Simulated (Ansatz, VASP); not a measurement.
# Al4N5 in VASP and in Ansatz

```xyz
9
Lattice="3.1298 0.0000 0.0000 -1.5649 2.7105 0.0000 0.0000 0.0000 25.0622" Properties=species:S:1:pos:R:3 pbc="T T T"
N     0.0000    1.8070    4.0000
N     1.5649    0.9035    6.5087
N     0.0000    1.8070    9.0739
N     1.5649    0.9035   11.5549
N     0.0000    1.8070   15.7322
Al    1.5649    0.9035    4.5943
Al    0.0000    1.8070    7.1030
Al    1.5649    0.9035    9.5593
Al    0.0000    1.8070   12.0622
```

Alike in both runs: task single point; functional PBE; k mesh 9 × 9 × 1; occupations gaussian, width 0.05 eV; collinear spin.

|  | VASP | Ansatz |
| --- | --- | --- |
| version | VASP 6.6.1 | Ansatz 0.2.0 |
| potentials or method | VASP PAW PBE potentials, release 64 (N, Al), cutoff 520 eV | scalar-relativistic, plane waves, PAW |
| valence electrons in the cell | 37 | 37 |

```tsv
	VASP	Ansatz	Ansatz less VASP
gap on the k mesh at the Fermi level (eV)	none	none	-
rms of the force components (eV/Å)	0.818	0.871	+0.0524
net moment per atom (μB)	0.27	0.21	-0.059
size of the moment on the site where the two differ most (μB)	1.87	2.68	+0.806
```

Site moments also hang on the region over which each program counts them. A gap of «none» marks a metal or a gap that the smearing closes. Ansatz's warnings: vacuum below fermi.
